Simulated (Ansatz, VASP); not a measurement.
This is a calculation of GaN for Ansatz 0.2.0.

input.yaml

```yaml
crystal:
  lattice:
    - [0.0, 2.2535006075, 2.2535006075]
    - [2.2535006075, 0.0, 2.2535006075]
    - [2.2535006075, 2.2535006075, 0.0]
  atoms:
    - { symbol: Ga, position: [0.0, 0.0, 0.0] }
    - { symbol: "N", position: [0.25, 0.25, 0.25] }
hamiltonian:
  xc: blyp
  pseudopotentials: { kind: paw }
  dispersion: d4
kpoints:
  mp_grid: { grid: [10, 10, 10] }
scf:
  occupations: { method: fermi_dirac, width: 0.05 }
output:
  forces: true
  stress: true
relax:
  f_tol: 0.01
  max_steps: 40
  cell: { stress_tol: 0.05 }
```

Potentials or basis: Ansatz PAW.

The run is started by

```bash
$ ansatz run input.yaml --threads 2 --pin off --max-ram 5120MiB --backend cpu --events-out ev --progress --plain --runs-dir out
```

Problem. Translate it to VASP 6.6.1. Potentials there: VASP PAW PBE potentials, release 64 (Ga_d, N).

Solution. As run (the cutoff follows the program's own potentials):

The input INCAR:

```
PREC     = Accurate       # precision mode
ENCUT    = 600            # plane-wave cutoff, eV
EDIFF    = 1E-7           # SCF threshold, eV
ISMEAR   = -1             # smearing method
SIGMA    = 0.05           # smearing width, eV
LREAL    = F              # projectors in reciprocal space
LASPH    = T              # aspherical terms in the spheres
NELM     = 60             # most SCF steps
ALGO     = Normal         # electronic algorithm
ISIF     = 3              # what is computed and relaxed
LWAVE    = F              # write WAVECAR
LCHARG   = F              # write CHGCAR
GGA      = B5             # functional
ALDAX    = 1.0          
AGGAX    = 1.0          
AGGAC    = 1.0          
ALDAC    = 0.0          
IVDW     = 13             # dispersion correction
VDW_S6   = 1.0          
VDW_S8   = 2.34076671   
VDW_A1   = 0.44488865   
VDW_A2   = 4.0933009    
IBRION   = 2              # ionic algorithm
NSW      = 60             # ionic steps
EDIFFG   = -0.01          # ionic threshold
```

KPOINTS

```
regular mesh
0
Gamma
  10 10 10
```

Contents of POSCAR:

```
GaN
1.0
    0.0000000000      2.2535006075      2.2535006075
    2.2535006075      0.0000000000      2.2535006075
    2.2535006075      2.2535006075      0.0000000000
Ga N
1 1
Direct
    0.0000000000      0.0000000000      0.0000000000
    0.2500000000      0.2500000000      0.2500000000
```

Potentials or basis: VASP PAW PBE potentials, release 64 (Ga_d, N).

The run is started by

```bash
$ cat potpaw_PBE.64/Ga_d/POTCAR potpaw_PBE.64/N/POTCAR > POTCAR
$ mpirun -np 1 vasp_std > vasp.out
```

Both were run:

|  | VASP | Ansatz | Ansatz less VASP |
| --- | --- | --- | --- |
| relaxed volume (Å³/atom) | 11.47 | 11.39 | -0.079 |
| relaxed cell length with the largest relative difference (Å) | 3.189 | 3.182 | -0.0073 |

VASP's potentials were made for PBE, not for BLYP.

Noted on Ansatz's run: the plane-wave basis is chosen anew once the cell has moved, so the energies of steps on either side of that aren't comparable.
